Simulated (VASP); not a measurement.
A run of VASP 6.6.1 is set up as follows.

Contents of INCAR:

```
PREC = Accurate ; ENCUT = 520
EDIFF = 1E-7 ; ISMEAR = -1
SIGMA = 0.05 ; LREAL = F
LASPH = T ; NELM = 60
ALGO = Normal ; ISIF = 2
LWAVE = F ; LCHARG = F
GGA = PE ; NBANDS = 26
```

Contents of KPOINTS:

```
Automatic mesh
0
Gamma
  7 7 7
```

File POSCAR:

```
Al2Cu
1.0
   -3.0535899895      3.0535899895      2.4546494773
    3.0535899895     -3.0535899895      2.4546494773
    3.0535899895      3.0535899895     -2.4546494773
Cu Al
2 4
Direct
    0.2500000000      0.2500000000      0.0000000000
    0.7500000000      0.7500000000      0.0000000000
    0.3419000000      0.1581000000      0.5000000000
    0.8419000000      0.3419000000      0.1838000000
    0.6581000000      0.8419000000      0.5000000000
    0.1581000000      0.6581000000      0.8162000000
```

Potentials or basis: VASP PAW PBE potentials, release 64 (Cu, Al).

Launch:

```sh
$ cat potpaw_PBE.64/Cu/POTCAR potpaw_PBE.64/Al/POTCAR > POTCAR
$ mpirun -np 1 vasp_std > vasp.out
```

Question: What does it give for the pressure?

Answer: -2.0 GPa.

Question: Estimate the band gap on the k mesh.

Answer: Zero (band 17 reaches 9.78 eV, above the bottom of band 18 at 6.13 eV).

Stress tensor (GPa, compression positive):
```
-2.16  0.00  0.00
 0.00 -2.16  0.00
 0.00  0.00 -1.62
```
